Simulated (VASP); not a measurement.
The system is SiO2.

```
Si O
1.0
    -5.06543    5.06543    5.06543
     5.06543   -5.06543    5.06543
     5.06543    5.06543   -5.06543
Si O
12 24
Direct
  0.12500 0.75000 0.87500
  0.75000 0.37500 0.62500
  0.62500 0.37500 0.25000
  0.75000 0.87500 0.12500
  0.12500 0.87500 0.25000
  0.25000 0.12500 0.87500
  0.87500 0.12500 0.75000
  0.37500 0.62500 0.75000
  0.37500 0.25000 0.62500
  0.87500 0.25000 0.12500
  0.25000 0.62500 0.37500
  0.62500 0.75000 0.37500
  0.31455 0.40727 0.65727
  0.34273 0.68545 0.59273
  0.25000 0.65727 0.84273
  0.40727 0.25000 0.09273
  0.15727 0.90727 0.81455
  0.25000 0.09273 0.40727
  0.59273 0.34273 0.68545
  0.15727 0.75000 0.34273
  0.90727 0.81455 0.15727
  0.40727 0.65727 0.31455
  0.75000 0.34273 0.15727
  0.59273 0.75000 0.90727
  0.65727 0.84273 0.25000
  0.34273 0.15727 0.75000
  0.90727 0.59273 0.75000
  0.65727 0.31455 0.40727
  0.09273 0.40727 0.25000
  0.09273 0.18545 0.84273
  0.75000 0.90727 0.59273
  0.84273 0.25000 0.65727
  0.18545 0.84273 0.09273
  0.81455 0.15727 0.90727
  0.84273 0.09273 0.18545
  0.68545 0.59273 0.34273
```

Base run:

| Property | Result |
| --- | --- |
| Program | VASP 6.6.1 |
| Functional | r2SCAN |
| Potentials or basis | VASP PAW PBE potentials, release 64 (Si, O) |
| Cutoff | 520 eV |
| k mesh | 4 × 4 × 4 |
| Occupations | fermi-dirac, width 0.02 eV |
| Spin | no spin polarisation |

Its results: band gap on the k mesh 6.40 eV (least direct gap 6.41 eV); pressure 0.3 GPa; largest force 0.012 eV/Å.

Task: The run is repeated on the same cell with these changes: functional from r2SCAN to PBE. What comes out?

Result: Band gap on the k mesh 5.82 eV (least direct gap 5.83 eV); pressure 4.8 GPa; largest force 0.261 eV/Å.

Caveats: the PAW data sets were made with another functional, which shifts forces and pressure a little (at least some runs); the cell stands under pressure (at least some runs).

A k mesh can miss the band edges.
